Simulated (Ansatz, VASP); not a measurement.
## Two plane-wave programs on P

```xyz
1
Lattice="-1.4668 1.4668 1.4668 1.4668 -1.4668 1.4668 1.4668 1.4668 -1.4668" Properties=species:S:1:pos:R:3 pbc="T T T"
P     0.0000    0.0000    0.0000
```

Alike in both runs: task single point; functional r2SCAN; k mesh 16 × 16 × 16; occupations fermi-dirac, width 0.1 eV; no spin polarisation.

|  | VASP | Ansatz |
| --- | --- | --- |
| version | VASP 6.6.1 | Ansatz 0.2.0 |
| potentials or method | VASP PAW PBE potentials, release 64 (P), cutoff 520 eV | plane waves (500 eV) with PAW, scalar-relativistic |
| valence electrons in the cell | 5 | 5 |

|  | VASP | Ansatz | Ansatz less VASP |
| --- | --- | --- | --- |
| pressure (GPa) | 14.8 | 15.1 | +0.28 |

VASP's potentials were made for PBE, not for r2SCAN.
